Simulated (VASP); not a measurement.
# Fe (Im-3m) in VASP: relaxation of cell and atoms with PBEsol

Aim: the relaxation of cell and atoms of Fe with PBEsol.

Everything below comes from runs of VASP 6.6.1. Logs are shortened: lines on timing, memory, paths and dates and some standing lists are left out, and cuts for length are marked.

## Step 1: The cell of the first run

It takes space group Im-3m (No. 229, cubic). The conventional cell has a = 2.789 Å, b = 2.789 Å, c = 2.789 Å, α = 90.00°, β = 90.00°, γ = 90.00°. Fe (site symmetry m-3m) has 14 Fe at 2.42 to 2.79 Å within 3.2 Å.

## Step 2: Relaxation of cell and atoms, PBEsol, collinear spin, ferromagnetic start

Input file INCAR:

```
PREC     = Accurate       # precision mode
ENCUT    = 600            # plane-wave cutoff, eV
EDIFF    = 1E-7           # SCF threshold, eV
ISMEAR   = 0              # smearing method
SIGMA    = 0.1            # smearing width, eV
LREAL    = F              # projectors in reciprocal space
LASPH    = T              # aspherical terms in the spheres
NELM     = 150            # most SCF steps
ALGO     = Normal         # electronic algorithm
ISIF     = 3              # what is computed and relaxed
LWAVE    = F              # write WAVECAR
LCHARG   = F              # write CHGCAR
ISPIN    = 2              # spin polarisation
MAGMOM   = 2.37           # initial moments
LORBIT   = 11             # projections on sites
LMAXMIX  = 4              # l up to which the mixer works
GGA      = PS             # functional
IBRION   = 2              # ionic algorithm
NSW      = 100            # ionic steps
EDIFFG   = -0.005         # ionic threshold
```

Input file KPOINTS:

```
regular mesh
0
Gamma
  20 20 20
```

Input file POSCAR:

```
Fe
1.0
   -1.3945703947      1.3945703947      1.3945703947
    1.3945703947     -1.3945703947      1.3945703947
    1.3945703947      1.3945703947     -1.3945703947
Fe
1
Direct
    0.0000000000      0.0000000000      0.0000000000
```

Potentials or basis: VASP PAW PBE potentials, release 64 (Fe).

Run with:

```bash
$ cat potpaw_PBE.64/Fe/POTCAR > POTCAR
$ mpirun -np 1 vasp_std > vasp.out
```

OUTCAR:

```text
PREC = Accurate
   ENCUT = 600
   EDIFF = 1E-7
   ISMEAR = 0
   LREAL = F
   LASPH = T
   NELM = 150
   ISIF = 3
   ISPIN = 2
   LORBIT = 11
   GGA = PS
   IBRION = 2
   NSW = 100
   EDIFFG = -0.005

 ion  position               nearest neighbor table
   1  0.000  0.000  0.000-

  LATTYP: Found a body centered cubic cell.
 ALAT       =     2.7891407894

  Lattice vectors:

 A1 = (  -1.3945703947,   1.3945703947,   1.3945703947)
 A2 = (   1.3945703947,  -1.3945703947,   1.3945703947)
 A3 = (   1.3945703947,   1.3945703947,  -1.3945703947)

Analysis of symmetry for initial positions (statically):
=====================================================================
 Subroutine PRICEL returns:
 Original cell was already a primitive cell.

 Routine SETGRP: Setting up the symmetry group for a
 body centered cubic supercell.

 Subroutine GETGRP returns: Found 48 space group operations
 (whereof 48 operations were pure point group operations)
 out of a pool of 48 trial point group operations.

The static configuration has the point symmetry O_h .

Analysis of symmetry for dynamics (positions and initial velocities):
=====================================================================
 Subroutine PRICEL returns:
 Original cell was already a primitive cell.

 Routine SETGRP: Setting up the symmetry group for a
 body centered cubic supercell.

 Subroutine GETGRP returns: Found 48 space group operations
 (whereof 48 operations were pure point group operations)
 out of a pool of 48 trial point group operations.

The dynamic configuration has the point symmetry O_h .

Analysis of structural, dynamic, and magnetic symmetry:
=====================================================================
 Subroutine PRICEL returns:
 Original cell was already a primitive cell.

 Routine SETGRP: Setting up the symmetry group for a
 body centered cubic supercell.

 Subroutine GETGRP returns: Found 48 space group operations
 (whereof 48 operations were pure point group operations)
 out of a pool of 48 trial point group operations.

The overall configuration has the point symmetry O_h .

 Subroutine INISYM returns: Found 48 space group operations
 (whereof 48 operations are pure point group operations),
 and found     1 'primitive' translations

----------------------------------------------------------------------------------------

                                     Primitive cell

  volume of cell :      10.8488

  direct lattice vectors                    reciprocal lattice vectors
    -1.394570395  1.394570395  1.394570395     0.000000000  0.358533353  0.358533353
     1.394570395 -1.394570395  1.394570395     0.358533353  0.000000000  0.358533353
     1.394570395  1.394570395 -1.394570395     0.358533353  0.358533353  0.000000000

  length of vectors
     2.415466778  2.415466778  2.415466778     0.507042731  0.507042731  0.507042731

  position of ions in fractional coordinates (direct lattice)
     0.000000000  0.000000000  0.000000000

  ion indices of the primitive-cell ions
   primitive index   ion index
                 1           1

----------------------------------------------------------------------------------------

 KPOINTS: regular mesh

Automatic generation of k-mesh.
 Grid dimensions read from file:
 generate k-points for:   20   20   20

 Generating k-lattice:

  Cartesian coordinates                     Fractional coordinates (reciprocal lattice)
     0.000000000  0.017926668  0.017926668     0.050000000  0.000000000  0.000000000
     0.017926668  0.000000000  0.017926668     0.000000000  0.050000000  0.000000000
     0.017926668  0.017926668  0.000000000     0.000000000  0.000000000  0.050000000

  Length of vectors
     0.025352137  0.025352137  0.025352137

  Shift w.r.t. Gamma in fractional coordinates (k-lattice)
     0.000000000  0.000000000  0.000000000

 Subroutine IBZKPT returns following result:
 ===========================================

 Found    256 irreducible k-points:

 Following reciprocal coordinates:
            Coordinates               Weight
  0.000000  0.000000  0.000000      1.000000
  0.050000  0.000000  0.000000     12.000000
  0.100000  0.000000  0.000000     12.000000
  0.150000  0.000000  0.000000     12.000000
  0.200000  0.000000  0.000000     12.000000
  0.250000  0.000000  0.000000     12.000000
[... 16 lines left out ...]
  0.200000  0.100000 -0.000000     48.000000
  0.250000  0.100000  0.000000     48.000000
 [... further k-points ...]
   k-points           NKPTS =    256   k-points in BZ     NKDIM =    256   number of bands    NBANDS=      9
   number of dos      NEDOS =    301   number of ions     NIONS =      1
   total plane-waves  NPLWV =   8000
   dimension x,y,z NGX =    20 NGY =   20 NGZ =   20
   dimension x,y,z NGXF=    40 NGYF=   40 NGZF=   40
   ions per type =               1
   NGX,Y,Z   is equivalent  to a cutoff of  13.77, 13.77, 13.77 a.u.
   NGXF,Y,Z  is equivalent  to a cutoff of  27.53, 27.53, 27.53 a.u.
 SYSTEM =  unknown system
   PREC   = accura    normal or accurate (medium, high low for compatibility)
   ISTART =      0    job   : 0-new  1-cont  2-samecut
   ICHARG =      2    charge: 1-file 2-atom 10-const
   ISPIN  =      2    spin polarized calculation?
   LNONCOLLINEAR =      F non collinear calculations
   LSORBIT =      F    spin-orbit coupling
   LASPH  =      T    aspherical Exc in radial PAW
   ENCUT  =  600.0 eV  44.10 Ry    6.64 a.u.   4.82  4.82  4.82*2*pi/ulx,y,z
   NELM   =    150;   NELMIN=  2; NELMDL= -5     # of ELM steps
   EDIFF  = 0.1E-06   stopping-criterion for ELM
   LREAL  =      F    real-space projection
   EDIFFG = -.5E-02   stopping-criterion for IOM
   NSW    =    100    number of steps for IOM
   IBRION =      2    ionic relax: 0-MD 1-quasi-New 2-CG
   NFREE  =      1    steps in history (QN), initial steepest desc. (CG)
   ISIF   =      3    stress and relaxation
   ISYM   =      2    0-nonsym 1-usesym 2-fastsym
   POTIM  = 0.5000    time-step for ionic-motion
   TEBEG  =    0.0;   TEEND  =   0.0 temperature during run
   PSTRESS=    0.0 pullay stress
   NELECT =       8.0000    total number of electrons
   NUPDOWN=      -1.0000    fix difference up-down
   EMIN   =  10.00;   EMAX   =-10.00  energy-range for DOS
   EFERMI =   0.00;   METHOD = LEGACY
   ISMEAR =     0;   SIGMA  =   0.10  broadening in eV -4-tet -1-fermi 0-gaus
   EFERMI_NEDOS =   21; number of points for ismear=-14 and -15
   IALGO  =     38    algorithm
   IMIX   =      4    mixing-type and parameters
     AMIX     =   0.40;   BMIX     =  1.00
     AMIX_MAG =   1.60;   BMIX_MAG =  1.00
  volume/ion in A,a.u.               =      10.85        73.21
  Fermi-wavevector in a.u.,A,eV,Ry     =   1.479033  2.794966 29.763250  2.187537
  Thomas-Fermi vector in A             =   2.593240
   LORBIT       =     11    0 simple, 1 ext, 2 COOP (PROOUT), +10 PAW based schemes
   GGA     = PS    functional components
   LHFCALC =     F    Hartree Fock is set to
   AEXX    =    0.0000 exact exchange contribution
   IVDW    =     0    specifies the selected vdW correction
   LEPSILON=     F    determine dielectric tensor
   LRPA    =     F    only Hartree local field effects (RPA)
 conjugate gradient relaxation of ions
 spin polarized calculation
 Gauss-broadening in eV      SIGMA  =   0.10
  energy-cutoff  :      600.00
  volume of cell :       10.85
 maximum number of plane-waves:       372
   NGX =  9   NGY =  9   NGZ =  9

--------------------------------------- Ionic step        1  -------------------------------------------

 number of electron       8.0000000 magnetization       2.0969282

 Free energy of the ion-electron system (eV)
  ---------------------------------------------------
  ext. energy  EPLUGINS =         0.00000000
  ---------------------------------------------------
  free energy    TOTEN  =        -8.92099288 eV

  energy without entropy =       -8.91663217  energy(sigma->0) =       -8.91881252

------------------------ aborting loop because EDIFF is reached ----------------------------------------

  FORCE on cell =-STRESS in cart. coord.  units (eV):
  Direction    XX          YY          ZZ          XY          YZ          ZX
  --------------------------------------------------------------------------------------
  -------------------------------------------------------------------------------------
  Total       -0.0646114     -0.0646114     -0.0646114     -0.0000000      0.0000000      0.0000000
  in kB       -9.5419812     -9.5419812     -9.5419812     -0.0000000      0.0000000      0.0000000
  external PRESSURE =      -9.5419812 kB  Pullay stress =       0.0000000 kB
[... 55 lines left out ...]
  energy  without entropy=       -8.9168647984  energy(sigma->0) =       -8.91890581

--------------------------------------- Ionic step        3  -------------------------------------------

 number of electron       7.9999999 magnetization       2.0904053

 Free energy of the ion-electron system (eV)
  ---------------------------------------------------
  ext. energy  EPLUGINS =         0.00000000
  ---------------------------------------------------
  free energy    TOTEN  =        -8.92113821 eV

  energy without entropy =       -8.91691825  energy(sigma->0) =       -8.91902823

 E-fermi :   6.2133     XC(G=0): -13.5694

 val. band max:        6.2098746239   @ k =  -0.4500   0.4500   0.0500
 cond. band min:       6.2239170620   @ k =  -0.3000   0.3500   0.2500
 fundamental gap:      0.0140424380
 Fermi energy:         6.2133334522

 spin component 1

 k-point     1 :       0.0000    0.0000    0.0000
  band No.  band energies     occupation
      1      -2.6226      1.00000
      2       3.7966      1.00000
      3       3.7966      1.00000
      4       3.7966      1.00000
      5       5.1569      1.00000
      6       5.1569      1.00000
      7      31.6236      0.00000
      8      31.6236      0.00000
      9      31.6236      0.00000
[... 265 lines left out ...]
 k-point    24 :       0.2500    0.1000    0.0000
  band No.  band energies     occupation
      1       0.6345      1.00000
      2       3.0121      1.00000
      3       3.5011      1.00000
      4       4.9584      1.00000
      5       5.3740      1.00000
      6       5.9740      0.99964
      7      20.3649      0.00000
      8      24.8680      0.00000
      9      28.5855      0.00000

 [... further k-points ...]

 spin component 2

 k-point     1 :       0.0000    0.0000    0.0000
  band No.  band energies     occupation
      1      -2.3566      1.00000
      2       5.6135      1.00000
      3       5.6135      1.00000
      4       5.6135      1.00000
      5       7.7215      0.00000
      6       7.7216      0.00000
      7      31.5530      0.00000
      8      31.5530      0.00000
      9      31.5530      0.00000
[... 304 lines left out ...]
  FREE ENERGIE OF THE ION-ELECTRON SYSTEM (eV)
  ---------------------------------------------------
  free  energy   TOTEN  =        -8.9211382138 eV

  energy  without entropy=       -8.9169182528  energy(sigma->0) =       -8.91902823

 reached required accuracy - stopping structural energy minimisation

 total charge

# of ion       s       p       d       tot
------------------------------------------
    1        0.512   0.592   6.278   7.383

 magnetization (x)

# of ion       s       p       d       tot
------------------------------------------
    1       -0.012  -0.049   2.133   2.072
```

It took 2.5 min on 1 thread of Intel Xeon 8259CL, shared host; peak memory 0.18 GiB.

What came out:

```yaml
Free_energy: -8.9211 eV
Relaxed_volume: 10.80 Å³/atom
Relaxed_cell: a = 2.412 Å, b = 2.412 Å, c = 2.412 Å, α = 109.47°, β = 109.47°, γ = 109.47°
Space_group_after_relaxing_to_0.1_Å: Im-3m (No. 229)
Energy_gained_by_relaxing: 0.1 meV/atom
Ionic_steps: 3
Pressure_after_relaxing: 0.0 GPa
Net_moment: 2.09 μB per cell
Site_moments: Fe +2.07 μB
Valence_electrons_inside_the_program's_atomic_spheres: Fe 7.38
```

Step by step:
```tsv
step	energy change (eV)	largest force (eV/Å)	pressure (GPa)	volume (Å³)
1	0.0000	0.0000	-0.95	10.85
2	0.0000	0.0000	1.16	10.75
3	-0.0001	0.0000	0.02	10.80
```

Final structure:
```cif
data_structure
_symmetry_space_group_name_H-M 'P 1'
_symmetry_Int_Tables_number 1
_cell_length_a 2.4119
_cell_length_b 2.4119
_cell_length_c 2.4119
_cell_angle_alpha 109.471
_cell_angle_beta 109.471
_cell_angle_gamma 109.471
_cell_volume 10.80
loop_
_atom_site_label
_atom_site_type_symbol
_atom_site_fract_x
_atom_site_fract_y
_atom_site_fract_z
_atom_site_occupancy
Fe1 Fe 0.00000 0.00000 0.00000 1
```

Caveat: the PAW data sets were made with another functional, which shifts forces and pressure a little.
